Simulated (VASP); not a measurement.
Here is a VASP 6.6.1 calculation.

Contents of INCAR:

```
PREC = Accurate
ENCUT = 520
EDIFF = 1E-6
ISMEAR = -1
SIGMA = 0.01
LREAL = False
LASPH = True
NELM = 150
ALGO = Normal
ISIF = 2
LWAVE = False
LCHARG = True
MAGMOM = 0 0 0 0 0 0 0 0 0 0 0 0
LORBIT = 11
LSORBIT = True
GGA_COMPAT = False
LORBMOM = True
GGA = PS
LVHAR = True
NBANDS = 50
```

KPOINTS

```
regular mesh
0
Gamma
  6 6 4
```

POSCAR

```
CdSe
1.0
    4.2076016903      0.0000000000      0.0000000000
   -2.1038008452      3.6438899528      0.0000000000
    0.0000000000      0.0000000000      6.8729197189
Cd Se
2 2
Direct
    0.3333333333      0.6666666667      0.0048377725
    0.6666666667      0.3333333333      0.5048377725
    0.3333333333      0.6666666667      0.3801622275
    0.6666666667      0.3333333333      0.8801622275
```

Potentials or basis: VASP PAW PBE potentials, release 64 (Cd, Se).

The run is started by

```bash
$ cat potpaw_PBE.64/Cd/POTCAR potpaw_PBE.64/Se/POTCAR > POTCAR
$ mpirun -np 1 vasp_ncl > vasp.out
```

Question: What does it give for the net moment?

Answer: 0.00 μB per cell.

Question: Estimate the largest force.

Answer: 0.003 eV/Å.

Question: Predict the pressure.

Answer: 4.4 GPa.

Moments on the atoms (μB; x, y, z):
```
Cd  0.00 0.00 0.00
Cd  0.00 0.00 0.00
Se  0.00 0.00 0.00
Se  0.00 0.00 0.00
```

Caveat: the PAW data sets were made with another functional, which shifts forces and pressure a little.
